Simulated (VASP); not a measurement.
The system is SrO.

```xyz
2
Lattice="0.0000 2.5799 2.5799 2.6026 0.0000 2.5799 2.6026 2.5799 0.0000" Properties=species:S:1:pos:R:3 pbc="T T T"
Sr    0.0000    0.0000    0.0000
O     2.6026    2.5799    2.5799
```

This cell differs from its parent crystal: uniaxial x strain +0.9%.

Base run:

```yaml
Program: VASP 6.6.1
Functional: r2SCAN
Potentials_or_basis: VASP PAW PBE potentials, release 64 (Sr_sv, O)
Cutoff: 520 eV
k_mesh: 8 × 8 × 8
Occupations: gaussian, width 0.01 eV
Spin: no spin polarisation
```

Its results: band gap on the k mesh 3.73 eV (least direct gap 3.83 eV); pressure -0.3 GPa.

Problem. The run is repeated on the same cell with these changes: functional from r2SCAN to PBE; occupations from gaussian, width 0.01 eV to fermi-dirac, width 0.02 eV. What comes out?

Solution. Band gap on the k mesh 3.26 eV (least direct gap 3.35 eV); pressure 1.6 GPa.

Caveats: the PAW data sets were made with another functional, which shifts forces and pressure a little (at least some runs).

A k mesh can miss the band edges.
